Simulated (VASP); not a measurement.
Wanted: the native input for a VASP 6.6.1 run.

```
Task                   : single point
Functional             : r2SCAN
Potentials or basis    : VASP PAW PBE potentials, release 64 (Nb_sv, B)
Cutoff                 : 520 eV
k mesh                 : 12 × 12 × 10
Occupations            : fermi-dirac, width 0.1 eV
Spin                   : no spin polarisation
Dipole correction      : no
Further INCAR settings : ALGO = Normal; EDIFF = 1e-07; NBANDS = 16
```

NbB2:

```
Nb B
1.0
     3.10096    0.00000    0.00000
    -1.55048    2.68551    0.00000
     0.00000    0.00000    3.32734
Nb B
1 2
Direct
  0.00000 0.00000 0.00000
  0.33333 0.66667 0.50000
  0.66667 0.33333 0.50000
```

One way to write it, as run:

POSCAR

```
NbB2
1.0
    3.1009647310      0.0000000000      0.0000000000
   -1.5504823655      2.6855142333      0.0000000000
    0.0000000000      0.0000000000      3.3273406412
Nb B
1 2
Direct
    0.0000000000      0.0000000000      0.0000000000
    0.3333333333      0.6666666667      0.5000000000
    0.6666666667      0.3333333333      0.5000000000
```

INCAR.step1

```
PREC = Accurate ; ENCUT = 520
ISMEAR = -1 ; SIGMA = 0.1
LREAL = False ; LASPH = True
NELM = 60 ; NBANDS = 16
GGA = PE ; ALGO = Normal
EDIFF = 1E-4 ; LWAVE = True
LCHARG = False
```

INCAR.step2

```
PREC = Accurate ; ENCUT = 520
EDIFF = 1E-7 ; ISMEAR = -1
SIGMA = 0.1 ; LREAL = False
LASPH = True ; NELM = 60
ALGO = Normal ; ISIF = 2
LWAVE = False ; LCHARG = False
METAGGA = R2SCAN ; LMIXTAU = True
NBANDS = 16 ; ISTART = 1
```

KPOINTS

```
regular mesh
0
Gamma
  12 12 10
```

Potentials or basis: VASP PAW PBE potentials, release 64 (Nb_sv, B).

Launch:

```console
$ cat potpaw_PBE.64/Nb_sv/POTCAR potpaw_PBE.64/B/POTCAR > POTCAR
$ cp INCAR.step1 INCAR
$ mpirun -np 1 vasp_std > vasp.out
$ cp INCAR.step2 INCAR
$ mpirun -np 1 vasp_std > vasp.out
```

It gave:

```
Pressure : -0.2 GPa
```

Caveat: the PAW data sets were made with another functional, which shifts forces and pressure a little.

Run time: 2 min on 1 thread of Intel(R) Xeon(R) Platinum 8488C (Sapphire Rapids) (shared host), peak memory 0.18 GiB.
